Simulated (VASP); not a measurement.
Write the native input for VASP 6.6.1 that does the following.

- Task: single point
- Functional: PBE
- Potentials or basis: VASP PAW PBE potentials, release 64 (Eu, Ru_pv)
- Cutoff: 520 eV
- k mesh: 8 × 8 × 8
- Occupations: gaussian, width 0.05 eV
- Spin: collinear spin, ferromagnetic start
- Starting moments: [6.75, 0.0, 0.0, 0.0] μB
- Hubbard terms: Eu f U = 6.0 eV
- Dipole correction: no
- Further INCAR settings: ALGO = Normal; EDIFF = 1e-06; NBANDS = 42

The structure of EuRu3 lies in POSCAR:

```
EuRu3
1.0
    4.0869267262      0.0000000000      0.0000000000
    0.0000000000      4.0869267262      0.0000000000
    0.0000000000      0.0000000000      4.0869267262
Eu Ru
1 3
Direct
    0.0000000000      0.0000000000      0.0000000000
    0.0000000000      0.5000000000      0.5000000000
    0.5000000000      0.5000000000      0.0000000000
    0.5000000000      0.0000000000      0.5000000000
```

The input as run:

INCAR

```
SYSTEM = EuRu3
PREC = Accurate
ENCUT = 520
EDIFF = 1E-6
ISMEAR = 0
SIGMA = 0.05
LREAL = .False.
LASPH = .True.
NELM = 150
ALGO = Normal
ISIF = 2
LWAVE = .False.
LCHARG = .False.
ISPIN = 2
MAGMOM = 6.75 0 0 0
LORBIT = 11
LMAXMIX = 6
LDAU = .True.
LDAUTYPE = 2
LDAUL = 3 -1
LDAUU = 6 0
LDAUJ = 0 0
LDAUPRINT = 1
GGA = PE
NBANDS = 42
```

KPOINTS

```
regular mesh
0
Gamma
  8 8 8
  0 0 0
```

Potentials or basis: VASP PAW PBE potentials, release 64 (Eu, Ru_pv).

Run with:

```console
$ cat potpaw_PBE.64/Eu/POTCAR potpaw_PBE.64/Ru_pv/POTCAR > POTCAR
$ mpirun -np 1 vasp_std > vasp.out
```

Results of the run:

```json
{
  "Pressure": "-0.4 GPa",
  "Net moment": "4.89 μB per cell",
  "Site moments": "Eu +6.45; Ru -0.59 μB",
  "Valence electrons inside the program's atomic spheres": "Eu 15.07; Ru 12.53"
}
```

Wall time 10 min on 1 thread of Intel Xeon 8259CL, on a shared host, peak memory 0.28 GiB.
